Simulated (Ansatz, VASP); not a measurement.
## Two plane-wave programs on AlRu

INCAR

```
SYSTEM = AlRu
PREC     = Accurate       ! precision mode
ENCUT    = 520            ! plane-wave cutoff, eV
EDIFF    = 1E-6           ! SCF threshold, eV
ISMEAR   = -1             ! smearing method
SIGMA    = 0.15           ! smearing width, eV
LREAL    = .FALSE.        ! projectors in reciprocal space
LASPH    = .TRUE.         ! aspherical terms in the spheres
NELM     = 100            ! most SCF steps
ALGO     = Normal         ! electronic algorithm
ISIF     = 2              ! what is computed and relaxed
LWAVE    = .FALSE.        ! write WAVECAR
LCHARG   = .FALSE.        ! write CHGCAR
GGA      = PS             ! functional
NBANDS   = 16             ! bands
```

Contents of KPOINTS:

```
Automatic mesh
0
G
  14 14 14
  0 0 0
```

Contents of POSCAR:

```
AlRu
1.0
    2.9582683922      0.0000000000      0.0000000000
    0.0000000000      2.9582683922      0.0000000000
    0.0000000000      0.0000000000      2.9582683922
Al Ru
1 1
Direct
    0.0000000000      0.0000000000      0.0000000000
    0.5000000000      0.5000000000      0.5000000000
```

Input for Ansatz:

```yaml
crystal:
  lattice:
    - [2.9582683922, 0.0, 0.0]
    - [0.0, 2.9582683922, 0.0]
    - [0.0, 0.0, 2.9582683922]
  atoms:
    - { symbol: Al, position: [0.0, 0.0, 0.0] }
    - { symbol: Ru, position: [0.5, 0.5, 0.5] }
basis:
  ecutwfc: 420
kpoints:
  mp_grid: { grid: [14, 14, 14] }
hamiltonian:
  xc: pbesol
scf:
  occupations: { method: fermi_dirac, width: 0.15 }
output:
  forces: true
  stress: true
  eigenvalues: true
```

Alike in both runs: task single point; functional PBEsol; k mesh 14 × 14 × 14; occupations fermi-dirac, width 0.15 eV; no spin polarisation.

```csv
,VASP,Ansatz
version,VASP 6.6.1,Ansatz 0.2.0
potentials or method,"VASP PAW PBE potentials, release 64 (Al, Ru_pv), cutoff 520 eV","scalar-relativistic, plane waves, PAW"
valence electrons in the cell,17,19
```

|  | VASP | Ansatz | Ansatz less VASP |
| --- | --- | --- | --- |
| gap on the k mesh at the Fermi level (eV) | none | none | - |
| pressure (GPa) | 4.7 | 4.6 | -0.09 |

VASP's potentials were made for PBE, not for PBEsol. A gap of «none» marks a metal or a gap that the smearing closes. With one functional, cell and mesh, what is left measures potentials, basis and numerics. VASP's potentials hold 17 valence electrons a cell and Ansatz's 19, so a difference there can come from the potentials and not from the codes.
